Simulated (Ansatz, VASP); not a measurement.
AlGa2N3: VASP beside Ansatz

```
Al Ga N
1.0
     3.40267    0.00000    0.00000
    -1.70134    2.94680    0.00000
     0.00000    0.00000    8.33481
Al Ga N
1 2 3
Direct
  0.00000 0.00000 0.00000
  0.33333 0.66667 0.66667
  0.66667 0.33333 0.33333
  0.66667 0.33333 0.83333
  0.00000 0.00000 0.50000
  0.33333 0.66667 0.16667
```

Alike in both runs: task single point; functional PBE; k mesh 6 × 6 × 2; occupations gaussian, width 0.1 eV; no spin polarisation.

```csv
,VASP,Ansatz
version,VASP 6.6.1,Ansatz 0.2.0
potentials or method,"VASP PAW PBE potentials, release 64 (Al, Ga_d, N), cutoff 520 eV","scalar-relativistic, plane waves, PAW"
valence electrons in the cell,44,44
```

|  | VASP | Ansatz | Ansatz less VASP |
| --- | --- | --- | --- |
| gap on the k mesh at the Fermi level (eV) | none | none | - |
| rms of the force components (eV/Å) | 0.219 | 0.215 | -0.0042 |

Atom by atom the forces differ by 0.004 eV/Å (rms over components). A gap of «none» marks a metal or a gap that the smearing closes.

The k mesh is coarse, so the values compare programs but aren't converged.
